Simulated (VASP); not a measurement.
The system is ZnO.

```
Zn O
1.0
     3.24353    0.00000    0.00000
    -1.62176    2.80898    0.00000
     0.00000    0.00000    7.03407
Zn O
2 2
Direct
  0.00000 0.00000 0.25000
  0.00000 0.00000 0.75000
  0.66667 0.33333 0.75000
  0.33333 0.66667 0.25000
```

Base run:

| Property | Result |
| --- | --- |
| Program | VASP 6.6.1 |
| Functional | PBE |
| Potentials or basis | VASP PAW PBE potentials, release 64 (Zn, O) |
| Cutoff | 520 eV |
| k mesh | 9 × 9 × 4 |
| Occupations | fermi-dirac, width 0.05 eV |
| Spin | no spin polarisation |

Its results: band gap on the k mesh 0.82 eV, direct; pressure 4.2 GPa.

Q: The run is repeated on the same cell with these changes: functional from PBE to LDA; potentials or basis from VASP PAW PBE potentials, release 64 (Zn, O) to VASP PAW LDA potentials, release 64 (Zn, O). What comes out?

A: Band gap on the k mesh 0.76 eV, direct; pressure -3.9 GPa.

A k mesh can miss the band edges.
